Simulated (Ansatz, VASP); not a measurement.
One calculation of TaN, two programs

The input INCAR:

```
  PREC = Accurate
  ENCUT = 520
  EDIFF = 1E-6
  ISMEAR = -1
  SIGMA = 0.05
  LREAL = False
  LASPH = True
  NELM = 60
  ALGO = Normal
  ISIF = 2
  LWAVE = False
  LCHARG = False
  GGA = PE
  NBANDS = 15
```

File KPOINTS:

```
regular mesh
0
Gamma
  9 9 9
```

POSCAR

```
TaN
1.0
    0.0000000000      2.4911437700      2.4911437700
    2.4911437700      0.0000000000      2.4911437700
    2.4911437700      2.4911437700      0.0000000000
Ta N
1 1
Direct
    0.0029840000     -0.0003780000      0.0017680000
    0.2411450000      0.2403560000      0.2693490000
```

Contents of input.yaml:

```yaml
crystal:
  lattice:
    - [0.0, 2.49114377, 2.49114377]
    - [2.49114377, 0.0, 2.49114377]
    - [2.49114377, 2.49114377, 0.0]
  atoms:
    - { symbol: Ta, position: [0.002984, -0.000378, 0.001768] }
    - { symbol: "N", position: [0.241145, 0.240356, 0.269349] }
hamiltonian:
  xc: pbe
  pseudopotentials: { kind: paw, azcp: { folder: soft_1 } }
kpoints:
  mp_grid: { grid: [9, 9, 9] }
scf:
  occupations: { method: fermi_dirac, width: 0.05 }
output:
  forces: true
  stress: true
  eigenvalues: true
```

Change from the starting cell: atoms moved at random, drawn with an rms of 0.05 Å.

Alike in both runs: task single point; functional PBE; k mesh 9 × 9 × 9; occupations fermi-dirac, width 0.05 eV; no spin polarisation.

```csv
,VASP,Ansatz
version,VASP 6.6.1,Ansatz 0.2.0
potentials or method,"VASP PAW PBE potentials, release 64 (Ta_pv, N)",Ansatz PAW soft_1
plane-wave cutoff (eV),520,420
valence electrons in the cell,16,18
```

Ansatz gave:

```
gap on the k mesh at the Fermi level (eV)                     : none
pressure (GPa)                                                : -25.3
traceless stress, the component that is largest in VASP (GPa) : 0.98
rms of the force components (eV/Å)                            : 0.107
```

Task: Which values does VASP return?

Result: gap on the k mesh at the Fermi level (eV): none; pressure (GPa): -25.0; traceless stress, the component that is largest in VASP (GPa): 1.04; rms of the force components (eV/Å): 0.113.

Atom by atom the forces differ by 0.005 eV/Å (rms over components). A gap of «none» marks a metal or a gap that the smearing closes. With one functional, cell and mesh, what is left measures potentials, basis and numerics. VASP's potentials hold 16 valence electrons a cell and Ansatz's 18, so a difference there can come from the potentials and not from the codes.

Neither program's run includes spin-orbit coupling.
